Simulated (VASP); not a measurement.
**H8CO6: single point with PBE**

H8CO6:

```xyz
15
Lattice="5.7083 0.0000 0.0000 0.0000 5.7083 0.0000 0.0000 0.0000 5.7083" Properties=species:S:1:pos:R:3 pbc="T T T"
O     2.5092    0.7672    1.3495
O     0.6152    4.7960    2.9309
O     4.0347    3.0487    1.5425
O     3.7118    4.6436    4.6411
O     0.9651    3.0398    5.8802
O    -0.4871    1.5271    4.9731
H     2.7853    0.1734    0.6097
H     1.9298    0.2498    1.9264
H     1.1766    4.2752    3.5103
H     0.1408    4.0369    2.5598
H     3.6974    2.0888    1.6078
H     3.6587    3.5044    0.7668
H     3.5418    4.2149    3.7412
H     4.5353    5.1009    4.4446
C     0.2327    2.2920    5.4273
```

```json
{
 "Program": "VASP 6.6.1",
 "Task": "single point",
 "Functional": "PBE",
 "Potentials or basis": "VASP PAW PBE potentials, release 64 (O, H, C)",
 "Cutoff": "520 eV",
 "k mesh": "1 × 1 × 1",
 "Occupations": "fermi-dirac, width 0.05 eV",
 "Spin": "no spin polarisation"
}
```

| Quantity | Value |
| --- | --- |
| Pressure | 2.1 GPa |
| Largest force | 3.958 eV/Å |

Forces in eV/Å, atoms in the order of the input:
```
O    0.623 -0.078 -0.813
O   -0.082 -0.099  0.050
O    0.263 -0.838  0.977
O   -0.843 -0.952 -1.217
O    2.582  2.756  1.185
O   -2.156 -2.454 -1.607
H   -0.238  0.228  0.419
H   -0.384 -0.498  0.251
H    0.918  0.203  0.880
H   -0.890 -0.038 -1.050
H   -0.174  1.478 -0.448
H   -0.139 -0.402 -0.133
H    0.104  0.391  1.221
H    0.697  0.555  0.028
C   -0.280 -0.250  0.257
```

Stress tensor (GPa, compression positive):
```
 4.31  3.35  2.48
 3.35  2.07  1.28
 2.48  1.28 -0.09
```

Levels at points of the mesh, in eV from the Fermi level:
```csv
k point,band 21,band 22,band 23,band 24,band 25,band 26,band 27,band 28
"(0.00, 0.00, 0.00)",-2.20,-1.88,-1.71,-1.29,3.24,5.72,5.79,7.11
```

Wall time 24 s on 1 thread of Intel Xeon 8259CL (shared host), peak memory 0.24 GiB.

Caveat: the k points lie up to 1.10 Å⁻¹ apart.
